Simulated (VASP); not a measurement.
# MoS2 (P-3m1) in VASP: single point with r2SCAN

Aim: the single point of MoS2 with r2SCAN.

All numbers are computed with VASP 6.6.1; they aren't measurements. Logs are shortened: lines on timing, memory, paths and dates and some standing lists are left out, and cuts for length are marked.

**1. The cell of the first run**

Symmetry: P-3m1, No. 164, trigonal system. Conventional cell: a = 3.227 Å, b = 3.227 Å, c = 6.312 Å, α = 90.00°, β = 90.00°, γ = 120.00°. Mo (site symmetry -3m) has 6 S at 2.42 Å within 3.2 Å. Within 3.2 Å of S (site symmetry 3m) lie 3 Mo at 2.42 Å.

**2. Single point, r2SCAN**

File POSCAR:

```
MoS2
1.0
    3.2274650000      0.0000000000      0.0000000000
   -1.6137320000      2.7950660000      0.0000000000
    0.0000000000      0.0000000000      6.3124730000
Mo S
1 2
Direct
    0.0000000000      0.0000000000      0.5000000000
    0.3333330000      0.6666670000      0.2553190000
    0.6666670000      0.3333330000      0.7446810000
```

File INCAR.step1:

```
PREC = Accurate ; ENCUT = 520
ISMEAR = 1 ; SIGMA = 0.1
LREAL = F ; LASPH = T
NELM = 80 ; NBANDS = 20
GGA = PE ; ALGO = Normal
EDIFF = 1E-4 ; LWAVE = T
LCHARG = F
```

File INCAR.step2:

```
PREC = Accurate ; ENCUT = 520
EDIFF = 1E-6 ; ISMEAR = 1
SIGMA = 0.1 ; LREAL = F
LASPH = T ; NELM = 80
ALGO = Normal ; ISIF = 2
LWAVE = F ; LCHARG = T
METAGGA = R2SCAN ; LMIXTAU = T
LELF = T ; LVHAR = T
NBANDS = 20 ; ISTART = 1
```

File KPOINTS:

```
regular mesh
0
Gamma
  8 8 4
```

Potentials or basis: VASP PAW PBE potentials, release 64 (Mo_sv, S).

Started as:

```bash
cat potpaw_PBE.64/Mo_sv/POTCAR potpaw_PBE.64/S/POTCAR > POTCAR
cp INCAR.step1 INCAR
mpirun -np 1 vasp_std > vasp.out
cp INCAR.step2 INCAR
mpirun -np 1 vasp_std > vasp.out
```

OUTCAR:

```text
PREC = Accurate
   ENCUT = 520
   EDIFF = 1E-6
   ISMEAR = 1
   LREAL = F
   LASPH = T
   NELM = 80
   ISIF = 2
   METAGGA = R2SCAN
   ISTART = 1

 ion  position               nearest neighbor table
   1  0.000  0.000  0.500-   2 2.42   3 2.42   2 2.42   3 2.42   3 2.42   2 2.42
   2  0.333  0.667  0.255-   1 2.42   1 2.42   1 2.42
   3  0.667  0.333  0.745-   1 2.42   1 2.42   1 2.42

  LATTYP: Found a hexagonal cell.
 ALAT       =     3.2274650000
 C/A-ratio  =     1.9558610241

  Lattice vectors:

 A1 = (   3.2274650000,   0.0000000000,   0.0000000000)
 A2 = (  -1.6137320000,   2.7950660000,   0.0000000000)
 A3 = (   0.0000000000,   0.0000000000,   6.3124730000)

Analysis of symmetry for initial positions (statically):
=====================================================================
 Subroutine PRICEL returns:
 Original cell was already a primitive cell.

 Routine SETGRP: Setting up the symmetry group for a
 hexagonal supercell.

 Subroutine GETGRP returns: Found 12 space group operations
 (whereof 12 operations were pure point group operations)
 out of a pool of 24 trial point group operations.

The static configuration has the point symmetry D_3d.

Analysis of symmetry for dynamics (positions and initial velocities):
=====================================================================
 Subroutine PRICEL returns:
 Original cell was already a primitive cell.

 Routine SETGRP: Setting up the symmetry group for a
 hexagonal supercell.

 Subroutine GETGRP returns: Found 12 space group operations
 (whereof 12 operations were pure point group operations)
 out of a pool of 24 trial point group operations.

The dynamic configuration has the point symmetry D_3d.

 Subroutine INISYM returns: Found 12 space group operations
 (whereof 12 operations are pure point group operations),
 and found     1 'primitive' translations

----------------------------------------------------------------------------------------

                                     Primitive cell

  volume of cell :      56.9447

  direct lattice vectors                    reciprocal lattice vectors
     3.227465000  0.000000000  0.000000000     0.309840695  0.178886597  0.000000000
    -1.613732000  2.795066000  0.000000000     0.000000000  0.357773305  0.000000000
     0.000000000  0.000000000  6.312473000     0.000000000  0.000000000  0.158416519

  length of vectors
     3.227465000  3.227464161  6.312473000     0.357773212  0.357773305  0.158416519

  position of ions in fractional coordinates (direct lattice)
     0.000000000  0.000000000  0.500000000
     0.333333000  0.666667000  0.255319000
     0.666667000  0.333333000  0.744681000

  ion indices of the primitive-cell ions
   primitive index   ion index
                 1           1
                 2           2
                 3           3

----------------------------------------------------------------------------------------

 KPOINTS: regular mesh

Automatic generation of k-mesh.
 Grid dimensions read from file:
 generate k-points for:    8    8    4

 Generating k-lattice:

  Cartesian coordinates                     Fractional coordinates (reciprocal lattice)
     0.038730087  0.022360825  0.000000000     0.125000000 -0.000000000  0.000000000
     0.000000000  0.044721663  0.000000000     0.000000000  0.125000000  0.000000000
     0.000000000  0.000000000  0.039604130     0.000000000  0.000000000  0.250000000

  Length of vectors
     0.044721651  0.044721663  0.039604130

  Shift w.r.t. Gamma in fractional coordinates (k-lattice)
     0.000000000  0.000000000  0.000000000

 Subroutine IBZKPT returns following result:
 ===========================================

 Found     35 irreducible k-points:

 Following reciprocal coordinates:
            Coordinates               Weight
  0.000000  0.000000  0.000000      1.000000
  0.125000 -0.000000  0.000000      6.000000
  0.250000 -0.000000  0.000000      6.000000
  0.375000 -0.000000  0.000000      6.000000
  0.500000 -0.000000  0.000000      3.000000
  0.125000  0.125000  0.000000      6.000000
[... 16 lines left out ...]
 -0.125000  0.500000  0.250000     12.000000
  0.250000  0.250000  0.250000     12.000000
 [... further k-points ...]
   k-points           NKPTS =     35   k-points in BZ     NKDIM =     35   number of bands    NBANDS=     20
   number of dos      NEDOS =    301   number of ions     NIONS =      3
   total plane-waves  NPLWV =  27648
   dimension x,y,z NGX =    24 NGY =   24 NGZ =   48
   dimension x,y,z NGXF=    48 NGYF=   48 NGZF=   96
   ions per type =               1   2
   NGX,Y,Z   is equivalent  to a cutoff of  12.36, 12.36, 12.64 a.u.
   NGXF,Y,Z  is equivalent  to a cutoff of  24.72, 24.72, 25.28 a.u.
 SYSTEM =  unknown system
   PREC   = accura    normal or accurate (medium, high low for compatibility)
   ISTART =      1    job   : 0-new  1-cont  2-samecut
   ICHARG =      0    charge: 1-file 2-atom 10-const
   ISPIN  =      1    spin polarized calculation?
   LNONCOLLINEAR =      F non collinear calculations
   LSORBIT =      F    spin-orbit coupling
   LASPH  =      T    aspherical Exc in radial PAW
   ENCUT  =  520.0 eV  38.22 Ry    6.18 a.u.   6.00  6.00 11.74*2*pi/ulx,y,z
   NELM   =     80;   NELMIN=  2; NELMDL=  0     # of ELM steps
   EDIFF  = 0.1E-05   stopping-criterion for ELM
   LREAL  =      F    real-space projection
   EDIFFG = 0.1E-04   stopping-criterion for IOM
   NSW    =      0    number of steps for IOM
   IBRION =     -1    ionic relax: 0-MD 1-quasi-New 2-CG
   NFREE  =      0    steps in history (QN), initial steepest desc. (CG)
   ISIF   =      2    stress and relaxation
   ISYM   =      2    0-nonsym 1-usesym 2-fastsym
   POTIM  = 0.5000    time-step for ionic-motion
   TEBEG  =    0.0;   TEEND  =   0.0 temperature during run
   PSTRESS=    0.0 pullay stress
   NELECT =      26.0000    total number of electrons
   NUPDOWN=      -1.0000    fix difference up-down
   EMIN   =  10.00;   EMAX   =-10.00  energy-range for DOS
   EFERMI =   0.00;   METHOD = LEGACY
   ISMEAR =     1;   SIGMA  =   0.10  broadening in eV -4-tet -1-fermi 0-gaus
   EFERMI_NEDOS =   21; number of points for ismear=-14 and -15
   IALGO  =     38    algorithm
   IMIX   =      4    mixing-type and parameters
     AMIX     =   0.40;   BMIX     =  1.00
     AMIX_MAG =   1.60;   BMIX_MAG =  1.00
  volume/ion in A,a.u.               =      18.98       128.09
  Fermi-wavevector in a.u.,A,eV,Ry     =   1.260612  2.382212 21.621611  1.589144
  Thomas-Fermi vector in A             =   2.394113
   LORBIT       =      0    0 simple, 1 ext, 2 COOP (PROOUT), +10 PAW based schemes
   METAGGA = R2SCAN    functional components
   LHFCALC =     F    Hartree Fock is set to
   AEXX    =    0.0000 exact exchange contribution
   IVDW    =     0    specifies the selected vdW correction
   LEPSILON=     F    determine dielectric tensor
   LRPA    =     F    only Hartree local field effects (RPA)
 non-spin polarized calculation
 Methfessel and Paxton  Order N= 1 SIGMA  =   0.10
  energy-cutoff  :      520.00
  volume of cell :       56.94
 maximum number of plane-waves:      1552
   NGX = 13   NGY = 13   NGZ = 23

 number of electron      26.0000001 magnetization

 Free energy of the ion-electron system (eV)
  ---------------------------------------------------
  ext. energy  EPLUGINS =         0.00000000
  ---------------------------------------------------
  free energy    TOTEN  =       -44.14576281 eV

  energy without entropy =      -44.14415427  energy(sigma->0) =      -44.14522663

 E-fermi :   6.8548     XC(G=0): -11.1001

 val. band max:        6.8490740152   @ k =   0.3750   0.2500   0.2500
 cond. band min:       6.8702492426   @ k =   0.1250  -0.0000   0.0000
 fundamental gap:      0.0211752274
 Fermi energy:         6.8547851244

 k-point     1 :       0.0000    0.0000    0.0000
  band No.  band energies     occupation
      1     -56.9503      2.00000
      2     -30.2496      2.00000
      3     -30.2238      2.00000
      4     -30.2237      2.00000
      5      -8.7334      2.00000
      6      -7.2281      2.00000
[... 12 lines left out ...]
     19      13.7106      0.00000
     20      16.8987      0.00000

 k-point     2 :       0.1250   -0.0000    0.0000
  band No.  band energies     occupation
      1     -56.9452      2.00000
      2     -30.2754      2.00000
      3     -30.2391      2.00000
      4     -30.2356      2.00000
      5      -8.4919      2.00000
      6      -7.1810      2.00000
[... 12 lines left out ...]
     19      14.5045      0.00000
     20      16.4283      0.00000

 k-point     3 :       0.2500   -0.0000    0.0000
  band No.  band energies     occupation
      1     -56.9331      2.00000
      2     -30.3984      2.00000
      3     -30.2640      2.00000
      4     -30.2135      2.00000
      5      -7.8572      2.00000
      6      -7.0512      2.00000
[... 12 lines left out ...]
     19      15.0099      0.00000
     20      15.6166      0.00000

 k-point     4 :       0.3750   -0.0000    0.0000
  band No.  band energies     occupation
      1     -56.9209      2.00000
      2     -30.5190      2.00000
      3     -30.2923      2.00000
      4     -30.1879      2.00000
      5      -7.2425      2.00000
      6      -6.7439      2.00000
[... 12 lines left out ...]
     19      14.1399      0.00000
     20      15.1707      0.00000

 k-point     5 :       0.5000   -0.0000    0.0000
  band No.  band energies     occupation
      1     -56.9158      2.00000
      2     -30.5683      2.00000
      3     -30.3039      2.00000
      4     -30.1772      2.00000
      5      -7.1106      2.00000
      6      -6.4078      2.00000
[... 12 lines left out ...]
     19      14.1784      0.00000
     20      15.6801      0.00000

 k-point     6 :       0.1250    0.1250    0.0000
  band No.  band energies     occupation
      1     -56.9367      2.00000
      2     -30.3568      2.00000
      3     -30.2618      2.00000
      4     -30.2209      2.00000
      5      -8.0486      2.00000
      6      -7.0960      2.00000
[... 12 lines left out ...]
     19      15.8688      0.00000
     20      16.1926      0.00000

 k-point     7 :       0.2500    0.1250    0.0000
  band No.  band energies     occupation
      1     -56.9245      2.00000
      2     -30.4657      2.00000
      3     -30.3028      2.00000
      4     -30.1954      2.00000
      5      -7.3541      2.00000
      6      -6.9321      2.00000
[... 12 lines left out ...]
     19      15.1045      0.00000
     20      15.4662      0.00000
[... 277 lines left out ...]
 k-point    20 :       0.2500    0.1250    0.2500
  band No.  band energies     occupation
      1     -56.9245      2.00000
      2     -30.4657      2.00000
      3     -30.3028      2.00000
      4     -30.1954      2.00000
      5      -7.3536      2.00000
      6      -6.9274      2.00000
[... 12 lines left out ...]
     19      15.0132      0.00000
     20      16.1448      0.00000

 k-point    21 :      -0.1250    0.3750    0.2500
  band No.  band energies     occupation
      1     -56.9245      2.00000
      2     -30.4657      2.00000
      3     -30.3028      2.00000
      4     -30.1954      2.00000
      5      -7.2569      2.00000
      6      -7.0406      2.00000
[... 12 lines left out ...]
     19      15.1933      0.00000
     20      15.8242      0.00000

 k-point    22 :       0.3750    0.1250    0.2500
  band No.  band energies     occupation
      1     -56.9158      2.00000
      2     -30.5411      2.00000
      3     -30.3322      2.00000
      4     -30.1773      2.00000
      5      -7.0703      2.00000
      6      -6.4581      2.00000
[... 12 lines left out ...]
     19      14.2909      0.00000
     20      15.5942      0.00000

 k-point    23 :      -0.1250    0.5000    0.2500
  band No.  band energies     occupation
      1     -56.9158      2.00000
      2     -30.5411      2.00000
      3     -30.3322      2.00000
      4     -30.1773      2.00000
      5      -7.0211      2.00000
      6      -6.5233      2.00000
[... 12 lines left out ...]
     19      14.3396      0.00000
     20      15.6573      0.00000

 k-point    24 :       0.2500    0.2500    0.2500
  band No.  band energies     occupation
      1     -56.9158      2.00000
      2     -30.5031      2.00000
      3     -30.3712      2.00000
      4     -30.1774      2.00000
      5      -6.8591      2.00000
      6      -6.7068      2.00000
[... 12 lines left out ...]
     19      14.6351      0.00000
     20      16.1318      0.00000

 [... further k-points ...]
[... 5 lines left out ...]
  --------------------------------------------------------------------------------------
  -------------------------------------------------------------------------------------
  Total        0.0114683      0.0114683      0.0341713      0.0000000      0.0000000     -0.0000000
  in kB        0.3226681      0.3226680      0.9614326      0.0000001      0.0000000     -0.0000000
  external PRESSURE =       0.5355896 kB  Pullay stress =       0.0000000 kB

 VOLUME and BASIS-vectors are now :
 -----------------------------------------------------------------------------
  energy-cutoff  :      520.00
  volume of cell :       56.94
      direct lattice vectors                 reciprocal lattice vectors
     3.227465000  0.000000000  0.000000000     0.309840695  0.178886597  0.000000000
    -1.613732000  2.795066000  0.000000000     0.000000000  0.357773305  0.000000000
     0.000000000  0.000000000  6.312473000     0.000000000  0.000000000  0.158416519

 POSITION                                       TOTAL-FORCE (eV/Angst)
 -----------------------------------------------------------------------------------
      0.00000      0.00000      3.15624         0.000000      0.000000      0.000000
     -0.00000      1.86338      1.61169        -0.000000     -0.000000     -0.065320
      1.61373      0.93169      4.70078         0.000000      0.000000      0.065320
 -----------------------------------------------------------------------------------
    total drift:                                0.000000      0.000000      0.000000

  FREE ENERGIE OF THE ION-ELECTRON SYSTEM (eV)
  ---------------------------------------------------
  free  energy   TOTEN  =       -44.1457628086 eV

  energy  without entropy=      -44.1441542705  energy(sigma->0) =      -44.14522663
```

Wall time 2.8 min (1 thread of AMD EPYC 7R43 (Zen 3), shared host); peak memory 0.15 GiB.

What came out:

- Free energy: -44.1458 eV
- Pressure: 0.1 GPa
- Largest force: 0.065 eV/Å
- Band gap on the k mesh: zero (band 13 reaches 7.04 eV, above the bottom of band 14 at 6.34 eV)

Forces on the atoms (eV/Å):
```
Mo   0.000  0.000  0.000
S    0.000  0.000 -0.065
S    0.000  0.000  0.065
```

Caveat: the PAW data sets were made with another functional, which shifts forces and pressure a little.
